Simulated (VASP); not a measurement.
A run of VASP 6.6.1 is set up as follows.

The input POSCAR:

```
MgO2
1.0
    1.5405705754      0.8894488364      3.3542197199
   -1.5405705754      0.8894488364      3.3542197199
    0.0000000000     -1.7788976728      3.3542197199
Mg O
1 2
Direct
    0.0000000000      0.0000000000      0.0000000000
    0.4287860000      0.4287860000      0.4287860000
    0.5712140000      0.5712140000      0.5712140000
```

File INCAR.step1:

```
PREC     = Accurate       # precision mode
ENCUT    = 520            # plane-wave cutoff, eV
ISMEAR   = 0              # smearing method
SIGMA    = 0.05           # smearing width, eV
LREAL    = F              # projectors in reciprocal space
LASPH    = T              # aspherical terms in the spheres
NELM     = 100            # most SCF steps
NBANDS   = 14             # bands
GGA      = PE             # functional
ALGO     = Normal         # electronic algorithm
EDIFF    = 1E-4           # SCF threshold, eV
LWAVE    = T              # write WAVECAR
LCHARG   = F              # write CHGCAR
```

File INCAR.step2:

```
PREC     = Accurate       # precision mode
ENCUT    = 520            # plane-wave cutoff, eV
EDIFF    = 1E-7           # SCF threshold, eV
ISMEAR   = 0              # smearing method
SIGMA    = 0.05           # smearing width, eV
LREAL    = F              # projectors in reciprocal space
LASPH    = T              # aspherical terms in the spheres
NELM     = 100            # most SCF steps
ALGO     = Normal         # electronic algorithm
ISIF     = 2              # what is computed and relaxed
LWAVE    = F              # write WAVECAR
LCHARG   = F              # write CHGCAR
METAGGA  = R2SCAN         # meta-GGA
LMIXTAU  = T            
NBANDS   = 14             # bands
ISTART   = 1
```

KPOINTS

```
Automatic mesh
0
Gamma
  12 12 12
```

Potentials or basis: VASP PAW PBE potentials, release 64 (Mg, O).

The run is started by

```sh
$ cat potpaw_PBE.64/Mg/POTCAR potpaw_PBE.64/O/POTCAR > POTCAR
$ cp INCAR.step1 INCAR
$ mpirun -np 1 vasp_std > vasp.out
$ cp INCAR.step2 INCAR
$ mpirun -np 1 vasp_std > vasp.out
```

Q: Predict the pressure.

A: 14.1 GPa.

Q: Estimate the band gap on the k mesh.

A: 3.74 eV.

Q: What does it give for the largest force?

A: 0.772 eV/Å.

Stress tensor (GPa, compression positive):
```
 9.51  0.00  0.00
 0.00  9.51  0.00
 0.00  0.00 23.25
```

Caveat: the cell differs from its parent crystal (strain -0.040 along x and y, -0.040 along z); the cell stands under pressure; the PAW data sets were made with another functional, which shifts forces and pressure a little. A k mesh can miss the band edges.
